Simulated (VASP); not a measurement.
# Lu (P6_3/mmc) in VASP: notebook

The runs below take Lu through single point, with PBE.

Everything below comes from runs of VASP 6.6.1. Logs are shortened: lines on timing, memory, paths and dates and some standing lists are left out, and cuts for length are marked.

### Step 1. The cell of the first run

Symmetry: P6_3/mmc, No. 194, hexagonal system. Conventional cell: a = 3.060 Å, b = 3.060 Å, c = 4.880 Å, α = 90.00°, β = 90.00°, γ = 120.00°. Within 4.0 Å of Lu (site symmetry -6m2) lie 12 Lu at 3.01 to 3.06 Å.

### Step 2. Single point, PBE

Input file INCAR:

```
PREC = Accurate
ENCUT = 520
EDIFF = 1E-6
ISMEAR = -1
SIGMA = 0.05
LREAL = F
LASPH = T
NELM = 80
ALGO = Normal
ISIF = 2
LWAVE = F
LCHARG = F
GGA = PE
NBANDS = 32
```

Input file KPOINTS:

```
regular mesh
0
Gamma
  14 14 8
```

Input file POSCAR:

```
Lu
1.0
    3.0600941768      0.0000000000      0.0000000000
   -1.5300470884      2.6501192951      0.0000000000
    0.0000000000      0.0000000000      4.8801363965
Lu
2
Direct
    0.3333333333      0.6666666667      0.2500000000
    0.6666666667      0.3333333333      0.7500000000
```

Potentials or basis: VASP PAW PBE potentials, release 64 (Lu).

Command:

```console
$ cat potpaw_PBE.64/Lu/POTCAR > POTCAR
$ mpirun -np 1 vasp_std > vasp.out
```

OUTCAR:

```text
PREC = Accurate
   ENCUT = 520
   EDIFF = 1E-6
   ISMEAR = -1
   LREAL = F
   LASPH = T
   NELM = 80
   ISIF = 2
   GGA = PE

 ion  position               nearest neighbor table
   1  0.333  0.667  0.250-   2 3.01   2 3.01   2 3.01   2 3.01   2 3.01   2 3.01
   2  0.667  0.333  0.750-   1 3.01   1 3.01   1 3.01   1 3.01   1 3.01   1 3.01

  LATTYP: Found a hexagonal cell.
 ALAT       =     3.0600941768
 C/A-ratio  =     1.5947667341

  Lattice vectors:

 A1 = (   3.0600941768,   0.0000000000,   0.0000000000)
 A2 = (  -1.5300470884,   2.6501192951,   0.0000000000)
 A3 = (   0.0000000000,   0.0000000000,   4.8801363965)

Analysis of symmetry for initial positions (statically):
=====================================================================
 Subroutine PRICEL returns:
 Original cell was already a primitive cell.

 Routine SETGRP: Setting up the symmetry group for a
 hexagonal supercell.

 Subroutine GETGRP returns: Found 24 space group operations
 (whereof 12 operations were pure point group operations)
 out of a pool of 24 trial point group operations.

The static configuration has the point symmetry D_3d.
 The point group associated with its full space group is D_6h.

Analysis of symmetry for dynamics (positions and initial velocities):
=====================================================================
 Subroutine PRICEL returns:
 Original cell was already a primitive cell.

 Routine SETGRP: Setting up the symmetry group for a
 hexagonal supercell.

 Subroutine GETGRP returns: Found 24 space group operations
 (whereof 12 operations were pure point group operations)
 out of a pool of 24 trial point group operations.

The dynamic configuration has the point symmetry D_3d.
 The point group associated with its full space group is D_6h.

 Subroutine INISYM returns: Found 24 space group operations
 (whereof 12 operations are pure point group operations),
 and found     1 'primitive' translations

----------------------------------------------------------------------------------------

                                     Primitive cell

  volume of cell :      39.5760

  direct lattice vectors                    reciprocal lattice vectors
     3.060094177  0.000000000  0.000000000     0.326787328  0.188670752  0.000000000
    -1.530047088  2.650119295  0.000000000     0.000000000  0.377341504  0.000000000
     0.000000000  0.000000000  4.880136397     0.000000000  0.000000000  0.204912305

  length of vectors
     3.060094177  3.060094177  4.880136397     0.377341504  0.377341504  0.204912305

  position of ions in fractional coordinates (direct lattice)
     0.333333333  0.666666667  0.250000000
     0.666666667  0.333333333  0.750000000

  ion indices of the primitive-cell ions
   primitive index   ion index
                 1           1
                 2           2

----------------------------------------------------------------------------------------

 KPOINTS: regular mesh

Automatic generation of k-mesh.
 Grid dimensions read from file:
 generate k-points for:   14   14    8

 Generating k-lattice:

  Cartesian coordinates                     Fractional coordinates (reciprocal lattice)
     0.023341952  0.013476482  0.000000000     0.071428571  0.000000000  0.000000000
     0.000000000  0.026952965  0.000000000     0.000000000  0.071428571  0.000000000
     0.000000000  0.000000000  0.025614038     0.000000000  0.000000000  0.125000000

  Length of vectors
     0.026952965  0.026952965  0.025614038

  Shift w.r.t. Gamma in fractional coordinates (k-lattice)
     0.000000000  0.000000000  0.000000000

 Subroutine IBZKPT returns following result:
 ===========================================

 Found    120 irreducible k-points:

 Following reciprocal coordinates:
            Coordinates               Weight
  0.000000  0.000000  0.000000      1.000000
  0.071429 -0.000000  0.000000      6.000000
  0.142857 -0.000000  0.000000      6.000000
  0.214286 -0.000000  0.000000      6.000000
  0.285714 -0.000000  0.000000      6.000000
  0.357143 -0.000000  0.000000      6.000000
[... 16 lines left out ...]
  0.285714  0.285714  0.000000      6.000000
  0.357143  0.285714  0.000000      6.000000
 [... further k-points ...]
   k-points           NKPTS =    120   k-points in BZ     NKDIM =    120   number of bands    NBANDS=     32
   number of dos      NEDOS =    301   number of ions     NIONS =      2
   total plane-waves  NPLWV =  20736
   dimension x,y,z NGX =    24 NGY =   24 NGZ =   36
   dimension x,y,z NGXF=    48 NGYF=   48 NGZF=   72
   ions per type =               2
   NGX,Y,Z   is equivalent  to a cutoff of  13.04, 13.04, 12.26 a.u.
   NGXF,Y,Z  is equivalent  to a cutoff of  26.08, 26.08, 24.53 a.u.
 SYSTEM =  unknown system
   PREC   = accura    normal or accurate (medium, high low for compatibility)
   ISTART =      0    job   : 0-new  1-cont  2-samecut
   ICHARG =      2    charge: 1-file 2-atom 10-const
   ISPIN  =      1    spin polarized calculation?
   LNONCOLLINEAR =      F non collinear calculations
   LSORBIT =      F    spin-orbit coupling
   LASPH  =      T    aspherical Exc in radial PAW
   ENCUT  =  520.0 eV  38.22 Ry    6.18 a.u.   5.69  5.69  9.07*2*pi/ulx,y,z
   NELM   =     80;   NELMIN=  2; NELMDL= -5     # of ELM steps
   EDIFF  = 0.1E-05   stopping-criterion for ELM
   LREAL  =      F    real-space projection
   EDIFFG = 0.1E-04   stopping-criterion for IOM
   NSW    =      0    number of steps for IOM
   IBRION =     -1    ionic relax: 0-MD 1-quasi-New 2-CG
   NFREE  =      0    steps in history (QN), initial steepest desc. (CG)
   ISIF   =      2    stress and relaxation
   ISYM   =      2    0-nonsym 1-usesym 2-fastsym
   POTIM  = 0.5000    time-step for ionic-motion
   TEBEG  =    0.0;   TEEND  =   0.0 temperature during run
   PSTRESS=    0.0 pullay stress
   NELECT =      50.0000    total number of electrons
   NUPDOWN=      -1.0000    fix difference up-down
   EMIN   =  10.00;   EMAX   =-10.00  energy-range for DOS
   EFERMI =   0.00;   METHOD = LEGACY
   ISMEAR =    -1;   SIGMA  =   0.05  broadening in eV -4-tet -1-fermi 0-gaus
   EFERMI_NEDOS =   21; number of points for ismear=-14 and -15
   IALGO  =     38    algorithm
   IMIX   =      4    mixing-type and parameters
     AMIX     =   0.40;   BMIX     =  1.00
     AMIX_MAG =   1.60;   BMIX_MAG =  1.00
  volume/ion in A,a.u.               =      19.79       133.54
  Fermi-wavevector in a.u.,A,eV,Ry     =   1.769786  3.344411 42.615389  3.132143
  Thomas-Fermi vector in A             =   2.836706
   LORBIT       =      0    0 simple, 1 ext, 2 COOP (PROOUT), +10 PAW based schemes
   GGA     = PE    functional components
   LHFCALC =     F    Hartree Fock is set to
   AEXX    =    0.0000 exact exchange contribution
   IVDW    =     0    specifies the selected vdW correction
   LEPSILON=     F    determine dielectric tensor
   LRPA    =     F    only Hartree local field effects (RPA)
 non-spin polarized calculation
  energy-cutoff  :      520.00
  volume of cell :       39.58
 maximum number of plane-waves:      1092
 NGX is ok and might be reduce to    24
   NGX = 11   NGY = 11   NGZ = 19

 number of electron      50.0000034 magnetization

 Free energy of the ion-electron system (eV)
  ---------------------------------------------------
  ext. energy  EPLUGINS =         0.00000000
  ---------------------------------------------------
  free energy    TOTEN  =        -7.54172954 eV

  energy without entropy =       -7.52351262  energy(sigma->0) =       -7.53262108

 E-fermi :   3.9462     XC(G=0): -12.6982

 val. band max:        3.9088082926   @ k =   0.3571   0.0714   0.5000
 cond. band min:       3.9491796957   @ k =   0.1429   0.0714   0.2500
 fundamental gap:      0.0403714030
 Fermi energy:         3.9462191158

 k-point     1 :       0.0000    0.0000    0.0000
  band No.  band energies     occupation
      1     -51.7149      2.00000
      2     -51.5364      2.00000
      3     -23.3495      2.00000
      4     -21.9012      2.00000
      5     -21.9012      2.00000
      6     -21.6651      2.00000
[... 24 lines left out ...]
     31       8.4549      0.00000
     32       8.4549      0.00000

 k-point     2 :       0.0714   -0.0000    0.0000
  band No.  band energies     occupation
      1     -51.7081      2.00000
      2     -51.5335      2.00000
      3     -23.3229      2.00000
      4     -21.9645      2.00000
      5     -21.9216      2.00000
      6     -21.7323      2.00000
[... 24 lines left out ...]
     31       8.1622      0.00000
     32       8.2455      0.00000

 k-point     3 :       0.1429   -0.0000    0.0000
  band No.  band energies     occupation
      1     -51.6888      2.00000
      2     -51.5258      2.00000
      3     -23.2455      2.00000
      4     -22.1409      2.00000
      5     -21.9767      2.00000
      6     -21.9137      2.00000
[... 24 lines left out ...]
     31       7.7599      0.00000
     32       8.2013      0.00000

 k-point     4 :       0.2143   -0.0000    0.0000
  band No.  band energies     occupation
      1     -51.6600      2.00000
      2     -51.5154      2.00000
      3     -23.1249      2.00000
      4     -22.3933      2.00000
      5     -22.1602      2.00000
      6     -22.0523      2.00000
[... 24 lines left out ...]
     31       8.4183      0.00000
     32       9.0552      0.00000

 k-point     5 :       0.2857   -0.0000    0.0000
  band No.  band energies     occupation
      1     -51.6262      2.00000
      2     -51.5055      2.00000
      3     -22.9734      2.00000
      4     -22.6684      2.00000
      5     -22.4158      2.00000
      6     -22.1323      2.00000
[... 584 lines left out ...]
     31      11.4808      0.00000
     32      12.5691      0.00000

 k-point    22 :       0.3571    0.2143    0.0000
  band No.  band energies     occupation
      1     -51.5385      2.00000
      2     -51.5015      2.00000
      3     -22.9795      2.00000
      4     -22.7093      2.00000
      5     -22.5025      2.00000
      6     -22.4892      2.00000
[... 24 lines left out ...]
     31      11.8152      0.00000
     32      12.5233      0.00000

 k-point    23 :       0.2857    0.2857    0.0000
  band No.  band energies     occupation
      1     -51.5354      2.00000
      2     -51.5025      2.00000
      3     -22.9140      2.00000
      4     -22.7154      2.00000
      5     -22.5162      2.00000
      6     -22.4684      2.00000
[... 24 lines left out ...]
     31      11.4650      0.00000
     32      12.3905      0.00000

 k-point    24 :       0.3571    0.2857    0.0000
  band No.  band energies     occupation
      1     -51.5231      2.00000
      2     -51.5086      2.00000
      3     -22.9139      2.00000
      4     -22.6406      2.00000
      5     -22.6257      2.00000
      6     -22.3738      2.00000
[... 24 lines left out ...]
     31      11.5840      0.00000
     32      12.3343      0.00000

 [... further k-points ...]

------------------------ aborting loop because EDIFF is reached ----------------------------------------

  FORCE on cell =-STRESS in cart. coord.  units (eV):
  Direction    XX          YY          ZZ          XY          YZ          ZX
  --------------------------------------------------------------------------------------
  -------------------------------------------------------------------------------------
  Total        8.2541468      8.2541468      8.2590688      0.0000000      0.0000000      0.0000000
  in kB      334.1570219    334.1570219    334.3562826      0.0000000      0.0000000      0.0000000
  external PRESSURE =     334.2234421 kB  Pullay stress =       0.0000000 kB

 VOLUME and BASIS-vectors are now :
 -----------------------------------------------------------------------------
  energy-cutoff  :      520.00
  volume of cell :       39.58
      direct lattice vectors                 reciprocal lattice vectors
     3.060094177  0.000000000  0.000000000     0.326787328  0.188670752  0.000000000
    -1.530047088  2.650119295  0.000000000     0.000000000  0.377341504  0.000000000
     0.000000000  0.000000000  4.880136397     0.000000000  0.000000000  0.204912305

 POSITION                                       TOTAL-FORCE (eV/Angst)
 -----------------------------------------------------------------------------------
     -0.00000      1.76675      1.22003         0.000000     -0.000000      0.000000
      1.53005      0.88337      3.66010        -0.000000      0.000000      0.000000
 -----------------------------------------------------------------------------------
    total drift:                               -0.000000      0.000000     -0.000000

  FREE ENERGIE OF THE ION-ELECTRON SYSTEM (eV)
  ---------------------------------------------------
  free  energy   TOTEN  =        -7.5417295432 eV

  energy  without entropy=       -7.5235126209  energy(sigma->0) =       -7.53262108
```

Wall time 2.4 min (1 thread of Intel Xeon 8259CL, shared host); peak memory 0.26 GiB.

Results:

```yaml
Free_energy: -7.5417 eV
Pressure: 33.4 GPa
Band_gap_on_the_k_mesh: zero (bands 25 and 26 overlap by 2.87 eV)
```

Levels at points of the mesh, in eV from the Fermi level:
```csv
k point,band 22,band 23,band 24,band 25,band 26,band 27,band 28,band 29
"(0.00, 0.00, 0.00)",-4.39,-4.39,-3.27,2.30,2.44,2.44,2.78,3.54
"(0.50, 0.00, 0.00)",-4.40,-2.57,-2.45,-1.77,0.70,2.04,2.29,3.24
"(0.00, 0.00, 0.50)",-4.43,-4.39,-4.39,1.27,1.27,2.34,2.34,2.34
"(0.50, 0.00, 0.50)",-4.45,-2.97,-2.97,-0.22,-0.22,2.93,2.93,4.44
```

Caveat: the cell stands under pressure; spin-orbit coupling is left out, which moves the levels of the heavy elements.

### Step 3. Single point, PBE (19.79 Å³/atom)

Input file INCAR:

```
SYSTEM = Lu
PREC = Accurate
ENCUT = 520
EDIFF = 1E-7
ISMEAR = -1
SIGMA = 0.05
LREAL = .False.
LASPH = .True.
NELM = 60
ALGO = Normal
ISIF = 2
LWAVE = .False.
LCHARG = .True.
GGA = PE
LELF = .True.
LVHAR = .True.
NBANDS = 32
```

Input file KPOINTS:

```
regular mesh
0
Gamma
  14 14 8
  0 0 0
```

POSCAR is that of step 2.

Potentials or basis: VASP PAW PBE potentials, release 64 (Lu).

Command:

```console
$ cat potpaw_PBE.64/Lu/POTCAR > POTCAR
$ mpirun -np 1 vasp_std > vasp.out
```

Wall time 2.7 min (1 thread of Intel Xeon 8259CL, shared host); peak memory 0.26 GiB.

The run converged. Its results:

- Free energy: -7.5417 eV
- Pressure: 33.6 GPa
- Band gap on the k mesh: zero (bands 25 and 26 overlap by 2.87 eV)

Levels at points of the mesh, in eV from the Fermi level:
```csv
k point,band 21,band 22,band 23,band 24,band 25,band 26,band 27,band 28,band 29,band 30
"(0.00, 0.00, 0.00)",-4.44,-4.39,-4.39,-3.27,2.30,2.44,2.44,2.78,3.54,3.54
"(0.50, 0.00, 0.00)",-4.44,-4.40,-2.57,-2.45,-1.77,0.70,2.04,2.29,3.24,8.79
"(0.00, 0.00, 0.50)",-4.43,-4.43,-4.39,-4.39,1.27,1.27,2.34,2.34,2.34,2.34
"(0.50, 0.00, 0.50)",-4.45,-4.45,-2.97,-2.97,-0.22,-0.22,2.93,2.93,4.44,4.44
```

Caveat: the cell stands under pressure; spin-orbit coupling is left out, which moves the levels of the heavy elements.

(Continued in part 2 of 2.)

The gap in the log of VASP goes by the Fermi energy; the results here count the filled bands.